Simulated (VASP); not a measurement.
Write the native input for VASP 6.6.1 that does the following.

```
Task                               : single point
Functional                         : HSE06
Potentials or basis                : VASP PAW PBE potentials, release 64 (Si, C)
Cutoff                             : 520 eV
k mesh                             : 8 × 8 × 8
Occupations                        : gaussian, width 0.01 eV
Spin                               : no spin polarisation
Dipole correction                  : no
Grid for exact exchange (PRECFOCK) : Normal
Further INCAR settings             : ALGO = Normal; EDIFF = 1e-06; NBANDS = 11
Share of exact exchange            : 0.25
Screening parameter                : 0.2079 1/Å
```

SiC:

```xyz
2
Lattice="-0.0545 2.1236 2.1236 2.1236 -0.0545 2.1236 2.1236 2.1236 -0.0545" Properties=species:S:1:pos:R:3 pbc="T T T"
Si   -0.0062   -0.0062   -0.0062
C     1.0544    1.0544    1.0544
```

This cell differs from its parent crystal: strain along [111] -3.8%.

These files were run (other wordings do the same):

POSCAR

```
SiC
1.0
   -0.0544513087      2.1236010390      2.1236010390
    2.1236010390     -0.0544513087      2.1236010390
    2.1236010390      2.1236010390     -0.0544513087
Si C
1 1
Direct
   -0.0014828002     -0.0014828002     -0.0014828002
    0.2514828002      0.2514828002      0.2514828002
```

INCAR.step1

```
PREC = Accurate
ENCUT = 520
EDIFF = 1E-5
ISMEAR = 0
SIGMA = 0.01
LREAL = False
LASPH = True
NELM = 60
ALGO = Normal
ISIF = 2
LWAVE = True
GGA = PE
NBANDS = 11
```

INCAR.step2

```
PREC = Accurate
ENCUT = 520
EDIFF = 1E-6
ISMEAR = 0
SIGMA = 0.01
LREAL = False
LASPH = True
NELM = 60
ALGO = Normal
ISIF = 2
LWAVE = False
LCHARG = True
GGA = PE
LHFCALC = True
HFSCREEN = 0.2079
PRECFOCK = Normal
LELF = True
LVHAR = True
ISTART = 1
NBANDS = 11
```

KPOINTS

```
regular mesh
0
Gamma
  8 8 8
```

Potentials or basis: VASP PAW PBE potentials, release 64 (Si, C).

Launch:

```sh
$ cat potpaw_PBE.64/Si/POTCAR potpaw_PBE.64/C/POTCAR > POTCAR
$ cp INCAR.step1 INCAR
$ mpirun -np 1 vasp_std > vasp.out
$ cp INCAR.step2 INCAR
$ mpirun -np 1 vasp_std > vasp.out
```

It gave:

```json
{
  "Pressure": "7.9 GPa",
  "Largest force": "0.010 eV/Å",
  "Band gap on the k mesh": "1.90 eV (least direct gap 5.48 eV)"
}
```

Caveat: the cell differs from its parent crystal (strain along [111] -3.8%); the cell stands under pressure; the PAW data sets were made with another functional, which shifts forces and pressure a little.

Wall time 55 min on 1 thread of Oxide Virtual Turin-like Processor, on a shared host, peak memory 0.22 GiB.
